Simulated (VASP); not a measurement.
## Pd: single point with PBEsol

Slab: Pd, a slab with vacuum.

```
Pd
1.0
     2.75065    0.00000    0.00000
     1.37532    2.38213    0.00000
     0.00000    0.00000   29.47536
Pd
7
Direct
  0.00000 0.00000 0.27332
  0.33333 0.33333 0.34930
  0.66667 0.66667 0.42465
  0.00000 0.00000 0.50000
  0.33333 0.33333 0.57535
  0.66667 0.66667 0.65070
  0.00000 0.00000 0.72668
```

- Program: VASP 6.6.1
- Task: single point
- Functional: PBEsol
- Potentials or basis: VASP PAW PBE potentials, release 64 (Pd)
- Cutoff: 520 eV
- k mesh: 14 × 14 × 1
- Occupations: methfessel-paxton, width 0.1 eV
- Spin: no spin polarisation
- Dipole correction: yes
- Further INCAR settings: ALGO = Normal; EDIFF = 1e-07; NBANDS = 44

| Property | Result |
| --- | --- |
| Largest force | 0.012 eV/Å |
| Band gap on the k mesh | zero (band 35 reaches 2.98 eV, above the bottom of band 36 at 1.99 eV) |

Forces in eV/Å, atoms in the order of the input:
```
Pd   0.000  0.000  0.012
Pd   0.000  0.000  0.000
Pd   0.000  0.000 -0.001
Pd   0.000  0.000  0.000
Pd   0.000  0.000  0.001
Pd   0.000  0.000  0.000
Pd   0.000  0.000 -0.012
```

Levels at points of the mesh, in eV from the Fermi level:
```
           k point  band 33  band 34  band 35  band 36  band 37  band 38
(0.00, 0.00, 0.00)    -0.86    -0.86    -0.50    -0.50    -0.47    -0.18
(0.50, 0.00, 0.00)     0.22     0.31     0.33     1.38     2.30     3.08
```

Wall time 11 min on 1 thread of AMD EPYC 7R13, with other jobs on the host, peak memory 0.34 GiB.

Caveat: the PAW data sets were made with another functional, which shifts forces and pressure a little.
